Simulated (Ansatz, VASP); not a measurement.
Two plane-wave programs on FeAsPd

```
CELL_PARAMETERS angstrom
5.56411 0.00000 0.00000
0.00000 5.56411 0.00000
0.00000 0.00000 5.56411
ATOMIC_POSITIONS crystal
Pd 0.99970 0.99970 0.99970
Pd 0.50030 0.00030 0.49970
Pd 0.49970 0.50030 0.00030
Pd 0.00030 0.49970 0.50030
As 0.61290 0.61290 0.61290
As 0.88710 0.38710 0.11290
As 0.11290 0.88710 0.38710
As 0.38710 0.11290 0.88710
Fe 0.39190 0.39190 0.39190
Fe 0.10810 0.60810 0.89190
Fe 0.89190 0.10810 0.60810
Fe 0.60810 0.89190 0.10810
```

Alike in both runs: task single point; functional r2SCAN; k mesh 5 × 5 × 5; occupations methfessel-paxton of order 1, width 0.0198 eV; no spin polarisation.

|  | VASP | Ansatz |
| --- | --- | --- |
| version | VASP 6.6.1 | Ansatz 0.2.0 |
| potentials or method | VASP PAW PBE potentials, release 64 (Pd, As, Fe), cutoff 520 eV | PAW plane waves |
| valence electrons in the cell | 92 | 196 |

VASP gave:

- rms of the force components (eV/Å): 0.331

Question: What did Ansatz give for the same quantities?

Answer: rms of the force components (eV/Å): 0.322.

VASP's potentials were made for PBE, not for r2SCAN. Atom by atom the forces differ by 0.015 eV/Å (rms over components). VASP's potentials hold 92 valence electrons a cell and Ansatz's 196, so a difference there can come from the potentials and not from the codes.
